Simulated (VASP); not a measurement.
Wanted: the native input for a VASP 6.6.1 run.

| Property | Result |
| --- | --- |
| Task | single point |
| Functional | PBE |
| Dispersion | D3(BJ) |
| Potentials or basis | VASP PAW PBE potentials, release 64 (B, N) |
| Cutoff | 520 eV |
| k mesh | 12 × 12 × 4 |
| Occupations | gaussian, width 0.05 eV |
| Spin | no spin polarisation |
| Dipole correction | no |
| Further INCAR settings | ALGO = Normal; EDIFF = 1e-06; NBANDS = 16 |

The structure of BN lies in POSCAR:

```
BN
1.0
    2.5290316213      0.0000000000      0.0000000000
   -1.2645158107      2.1685204268      0.0000000000
    0.0000000000      0.0000000000      6.6612000000
B N
2 2
Direct
    0.3333333333      0.6666666667      0.2500000000
    0.6666666667      0.3333333333      0.7500000000
    0.3333333333      0.6666666667      0.7500000000
    0.6666666667      0.3333333333      0.2500000000
```

This cell differs from its parent crystal: strain +0.0100 x Voigt [1, 0, 0, 0, 0, 0].

The input as run:

INCAR

```
PREC = Accurate
ENCUT = 520
EDIFF = 1E-6
ISMEAR = 0
SIGMA = 0.05
LREAL = False
LASPH = True
NELM = 60
ALGO = Normal
ISIF = 2
LWAVE = False
LCHARG = False
GGA = PE
IVDW = 12
NBANDS = 16
```

KPOINTS

```
Automatic mesh
0
Gamma
  12 12 4
```

Potentials or basis: VASP PAW PBE potentials, release 64 (B, N).

Launch:

```sh
$ cat potpaw_PBE.64/B/POTCAR potpaw_PBE.64/N/POTCAR > POTCAR
$ mpirun -np 1 vasp_std > vasp.out
```

It gave:

```
Pressure                   : -2.8 GPa
Largest force              : 0.118 eV/Å
Band gap on the k mesh     : 4.23 eV, indirect (least direct gap 4.61 eV)
Dispersion energy per atom : -0.139 eV
```

Caveat: the cell differs from its parent crystal (strain +0.0100 x Voigt [1, 0, 0, 0, 0, 0]).

It took 37 s on 1 thread of Intel(R) Xeon(R) Platinum 8488C (Sapphire Rapids), with other jobs on the host, peak memory 0.2 GiB.
